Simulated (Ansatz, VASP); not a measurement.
One calculation of RePb, two programs

```
Re Pb
1.0
     0.00000    3.42017    3.42017
     3.42017    0.00000    3.42017
     3.42017    3.42017    0.00000
Re Pb
2 2
Direct
  0.00000 0.00000 0.00000
  0.25000 0.25000 0.25000
  0.50000 0.50000 0.50000
  0.75000 0.75000 0.75000
```

Alike in both runs: functional PBE; k mesh 12 × 12 × 12; occupations gaussian, width 0.1 eV; no spin polarisation.

Ansatz relaxed the structure, and its values are those at the end. VASP's run is a single point on that final structure, the one shown.

```csv
,VASP,Ansatz
version,VASP 6.6.1,Ansatz 0.2.0
potentials or method,"VASP PAW PBE potentials, release 64 (Re, Pb_d), cutoff 520 eV","scalar-relativistic, plane waves, PAW"
valence electrons in the cell,42,58
```

```tsv
	VASP	Ansatz	Ansatz less VASP
gap on the k mesh at the Fermi level (eV)	none	none	-
pressure (GPa)	-0.1	0.0	+0.10
```

A gap of «none» marks a metal or a gap that the smearing closes. With one functional, cell and mesh, what is left measures potentials, basis and numerics. VASP's potentials hold 42 valence electrons a cell and Ansatz's 58, so a difference there can come from the potentials and not from the codes.

Neither program's run includes spin-orbit coupling.
